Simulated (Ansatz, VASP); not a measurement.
NbTe in VASP and in Ansatz

The input POSCAR:

```
NbTe
1.0
    3.4257000000      0.0000000000      0.0000000000
    0.0000000000      3.4257000000      0.0000000000
    0.0000000000      0.0000000000      3.4257000000
Nb Te
1 1
Direct
    0.5000000000      0.5000000000      0.5000000000
    0.0000000000      0.0000000000      0.0000000000
```

File INCAR.step1:

```
SYSTEM = NbTe
PREC = Accurate ; ENCUT = 600
EDIFF = 1E-5 ; ISMEAR = -1
SIGMA = 0.05 ; LREAL = .FALSE.
LASPH = .TRUE. ; NELM = 100
ALGO = Normal ; LWAVE = .TRUE.
LCHARG = .FALSE. ; GGA = PE
NBANDS = 16
```

The input INCAR.step2:

```
SYSTEM = NbTe
PREC = Accurate ; ENCUT = 600
EDIFF = 1E-6 ; ISMEAR = -1
SIGMA = 0.05 ; LREAL = .FALSE.
LASPH = .TRUE. ; NELM = 100
ALGO = Normal ; ISIF = 3
LWAVE = .FALSE. ; LCHARG = .FALSE.
GGA = PE ; LHFCALC = .TRUE.
AEXX = 0.25 ; HFSCREEN = 0.3
PRECFOCK = Normal ; IBRION = 2
NSW = 60 ; EDIFFG = -0.01
ISTART = 1
```

File KPOINTS:

```
Automatic mesh
0
G
  4 4 4
  0 0 0
```

Contents of input.yaml:

```yaml
crystal:
  lattice:
    - [3.4257, 0.0, 0.0]
    - [0.0, 3.4257, 0.0]
    - [0.0, 0.0, 3.4257]
  atoms:
    - { symbol: Nb, position: [0.5, 0.5, 0.5] }
    - { symbol: Te, position: [0.0, 0.0, 0.0] }
hamiltonian:
  xc: { exchange: pbe, correlation: pbe, exx: { coeff: 0.25, omega: 0.3 } }
  pseudopotentials: { kind: paw }
kpoints:
  mp_grid: { grid: [4, 4, 4] }
scf:
  occupations: { method: fermi_dirac, width: 0.05 }
output:
  forces: true
  stress: true
  eigenvalues: true
relax:
  f_tol: 0.01
  max_steps: 40
  cell: { stress_tol: 0.05 }
```

Alike in both runs: task relaxation of cell and atoms; functional PBE-based screened hybrid with a share of 0.25 of exact exchange and HFSCREEN = 0.3; k mesh 4 × 4 × 4; occupations fermi-dirac, width 0.05 eV; no spin polarisation.

|  | VASP | Ansatz |
| --- | --- | --- |
| version | VASP 6.6.1 | Ansatz 0.2.0 |
| potentials or method | VASP PAW PBE potentials, release 64 (Nb_sv, Te) | Ansatz PAW |
| plane-wave cutoff (eV) | 600 | 420 |
| valence electrons in the cell | 19 | 29 |

|  | VASP | Ansatz | Ansatz less VASP |
| --- | --- | --- | --- |
| gap on the k mesh at the Fermi level, each at its own relaxed structure (eV) | none | none | - |
| relaxed volume (Å³/atom) | 19.45 | 19.51 | +0.061 |
| relaxed length of the cell vector where the two differ most in proportion (Å) | 3.388 | 3.392 | +0.0036 |

VASP's potentials were made for PBE, not for PBE-based screened hybrid. A gap of «none» marks a metal or a gap that the smearing closes. VASP's potentials hold 19 valence electrons a cell and Ansatz's 29, so a difference there can come from the potentials and not from the codes.

The k mesh is coarse, so the values compare programs but aren't converged. Spin-orbit coupling is off throughout. Noted on Ansatz's run: the plane-wave basis is chosen anew once the cell has moved, so the energies of steps on either side of that aren't comparable.
